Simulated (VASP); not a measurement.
Runs of VASP 6.6.1 on BaF2. The structure is that of space group Fm-3m (No. 225), or close to it. The cells are those of the table. 

```csv
cell,gap on the mesh (eV),pressure (GPa)
"a = 4.330, b = 4.330, c = 4.275 Å, angles 60.4, 60.4, 59.2°, 3 atoms",(b),6.0
"a = 4.165 Å, angles 60.0°, 3 atoms",7.45,16.5
"a = 4.275 Å, angles 60.0°, 3 atoms",(c),(d)
"a = 4.276, b = 4.276, c = 4.165 Å, angles 60.9, 60.9, 58.3°, 3 atoms",7.15,10.6
"a = 4.220, b = 4.220, c = 4.275 Å, angles 59.6, 59.6, 60.9°, 3 atoms",(a),10.6
"a = 4.494 Å, angles 60.0°, 3 atoms",6.44,-1.8
"a = 4.603 Å, angles 60.0°, 3 atoms",6.13,-4.5
"a = 4.330, b = 4.330, c = 4.384 Å, angles 59.6, 59.6, 60.8°, 3 atoms",6.84,4.0
```

Alike in all rows: task single point; level PBE; potentials or basis VASP PAW PBE potentials, release 64 (Ba_sv, F); no spin polarisation; k mesh 6 × 6 × 6; cutoff (eV) 600; smearing gaussian 0.05 eV.

Question: Fill in the values left out.

Answer: (a) 7.19; (b) 6.98; (c) 7.12; (d) 8.2.

Caveats: spin-orbit coupling is left out, which moves the levels of the heavy elements.

A k mesh can miss the band edges, and the runs leave out spin-orbit coupling on Ba.
